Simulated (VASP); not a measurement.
Runs of VASP 6.6.1 on GaAs5. The structure is that of space group P-62m (No. 189), or close to it. The cells are those of the table. 

```csv
task,cell,k mesh,cutoff (eV),gap on the mesh (eV),pressure (GPa),relaxed volume (Å³/atom),largest force (eV/Å)
single point,"a = 6.132, b = 6.132, c = 5.619 Å, angles 90.0, 90.0, 120.0°, 6 atoms",3 × 3 × 4,520,none,(a),-,(c)
single point,"a = 5.157, b = 5.157, c = 5.283 Å, angles 90.0, 90.0, 120.0°, 6 atoms",6 × 6 × 4,520,none,0.2,-,0.05
relaxation of cell and atoms,"relaxed from a = 6.132, b = 6.132, c = 5.619 Å, angles 90.0, 90.0, 120.0°, 6 atoms",3 × 3 × 4,600,none,-0.2,(b),0.03
single point,"a = 5.085, b = 5.085, c = 5.224 Å, angles 90.0, 90.0, 120.0°, 6 atoms",3 × 3 × 4,520,none,0.0,-,0.01
relaxation of cell and atoms,"relaxed from a = 5.085, b = 5.085, c = 5.224 Å, angles 90.0, 90.0, 120.0°, 6 atoms",6 × 6 × 4,600,none,-0.1,20.41,0.02
```

Alike in all rows: level PBE; potentials or basis VASP PAW PBE potentials, release 64 (Ga_d, As); no spin polarisation; smearing gaussian 0.1 eV.

Question: Estimate the missing entries.

Answer: (a) -11.8; (b) 20.31; (c) 0.38.

Caveats: some runs use coarse meshes; the volume moved by over 15 % at a fixed basis, so the end points are rough (some runs).

A k mesh can miss the band edges, and the runs leave out spin-orbit coupling on As, Ga.

A gap of «none» marks levels without a gap at the run's occupations.
